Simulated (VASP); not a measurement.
A run of VASP 6.6.1:

INCAR

```
PREC = Accurate ; ENCUT = 600
EDIFF = 1E-6 ; ISMEAR = 0
SIGMA = 0.15 ; LREAL = False
LASPH = True ; NELM = 120
ALGO = Normal ; ISIF = 2
LWAVE = False ; LCHARG = False
GGA = PE ; NBANDS = 32
GGA_COMPAT = False
```

File KPOINTS:

```
Automatic mesh
0
Gamma
  3 3 2
```

The input POSCAR:

```
NaPt2BrO2
1.0
    4.1230886564      0.0000000000      0.0000000000
    0.0000000000      4.1230886564      0.0000000000
    0.0000000000      0.0000000000      5.2937629933
Na Pt Br O
1 2 1 2
Direct
    0.0000000000      0.0000000000      0.5000000000
    0.5000000000      0.5000000000      0.7473691034
    0.5000000000      0.5000000000      0.2526308966
    0.0000000000      0.0000000000      0.0000000000
    0.0000000000      0.5000000000      0.5000000000
    0.5000000000      0.0000000000      0.5000000000
```

Potentials or basis: VASP PAW PBE potentials, release 64 (Na_pv, Pt, Br, O).

Run with:

```bash
$ cat potpaw_PBE.64/Na_pv/POTCAR potpaw_PBE.64/Pt/POTCAR potpaw_PBE.64/Br/POTCAR potpaw_PBE.64/O/POTCAR > POTCAR
$ mpirun -np 1 vasp_std > vasp.out
```

Hardware: 1 thread of Intel Xeon 8259CL, on a shared host.

How long does it take, and how much memory?

Run time: 42 s on 1 thread of Intel Xeon 8259CL (shared host), peak memory 0.24 GiB. Counts: scf iterations 15, k points 6.
